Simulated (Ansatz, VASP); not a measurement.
Cu in VASP and in Ansatz

INCAR

```
PREC = Accurate
ENCUT = 520
EDIFF = 1E-6
ISMEAR = -1
SIGMA = 0.1
LREAL = F
LASPH = T
NELM = 80
ALGO = Normal
ISIF = 2
LWAVE = F
LCHARG = F
GGA = RP
NBANDS = 12
```

The input KPOINTS:

```
Automatic mesh
0
Gamma
  17 17 17
```

Contents of POSCAR:

```
Cu
1.0
   -1.4790606790      1.4790606790      1.4790606790
    1.4790606790     -1.4790606790      1.4790606790
    1.4790606790      1.4790606790     -1.4790606790
Cu
1
Direct
    0.0000000000      0.0000000000      0.0000000000
```

Input for Ansatz:

```yaml
crystal:
  lattice:
    - [-1.479060679, 1.479060679, 1.479060679]
    - [1.479060679, -1.479060679, 1.479060679]
    - [1.479060679, 1.479060679, -1.479060679]
  atoms:
    - { symbol: Cu, position: [0.0, 0.0, 0.0] }
hamiltonian:
  xc: rpbe
  pseudopotentials:
    kind: paw
    azcp:
      Cu: "pseudopotentials/Cu.paw.azcp"
basis:
  ecutwfc: 420
  fft_grid_basis: typed
kpoints:
  mp_grid: { grid: [17, 17, 17], shift: [0, 0, 0] }
magnetization:
  spin_polarized: false
scf:
  occupations: { method: fermi_dirac, width: 0.1 }
  lower_state_search: "off"
output:
  stress: true
```

Alike in both runs: task single point; functional RPBE; k mesh 17 × 17 × 17; occupations fermi-dirac, width 0.1 eV; no spin polarisation.

```csv
,VASP,Ansatz
version,VASP 6.6.1,Ansatz 0.2.0
potentials or method,"VASP PAW PBE potentials, release 64 (Cu), cutoff 520 eV","plane waves (420 eV) with PAW, scalar-relativistic"
valence electrons in the cell,11,19
```

Ansatz gave:

```
pressure (GPa) : -4.3
```

Q: Which values does VASP return?

A: Pressure (GPa): -3.8.

VASP's potentials were made for PBE, not for RPBE. VASP's potentials hold 11 valence electrons a cell and Ansatz's 19, so a difference there can come from the potentials and not from the codes.
